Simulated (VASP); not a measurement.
Write the native input for VASP 6.6.1 that does the following.

- Task: single point
- Functional: PBE
- Potentials or basis: VASP PAW PBE potentials, release 64 (Ru_pv)
- Cutoff: 520 eV
- k mesh: 13 × 13 × 7
- Occupations: fermi-dirac, width 0.05 eV
- Spin: no spin polarisation
- Dipole correction: no
- Further INCAR settings: ALGO = Normal; EDIFF = 1e-06; NBANDS = 21

The structure of Ru lies in POSCAR:

```
Ru
1.0
    2.7058000000      0.0000000000      0.0000000000
   -1.3529000000      2.3432915400      0.0000000000
    0.0000000000      0.0000000000      4.2819000000
Ru
2
Direct
    0.3546708405      0.7093416810      0.2500000000
    0.6666666667      0.3333333333      0.7500000000
```

One way to write it, as run:

INCAR

```
SYSTEM = Ru
PREC = Accurate
ENCUT = 520
EDIFF = 1E-6
ISMEAR = -1
SIGMA = 0.05
LREAL = .False.
LASPH = .True.
NELM = 80
ALGO = Normal
ISIF = 2
LWAVE = .False.
LCHARG = .False.
GGA = PE
NBANDS = 21
```

KPOINTS

```
Automatic mesh
0
Gamma
  13 13 7
  0 0 0
```

Potentials or basis: VASP PAW PBE potentials, release 64 (Ru_pv).

The run is started by

```sh
$ cat potpaw_PBE.64/Ru_pv/POTCAR > POTCAR
$ mpirun -np 1 vasp_std > vasp.out
```

Results of the run:

```json
{
  "Pressure": "5.0 GPa",
  "Largest force": "0.708 eV/Å",
  "Band gap on the k mesh": "zero (band 14 reaches 14.38 eV, above the bottom of band 15 at 11.47 eV)"
}
```

Run time: 58 s on 1 thread of AMD EPYC 7R13 Processor (Zen 3) (shared host), peak memory 0.17 GiB.
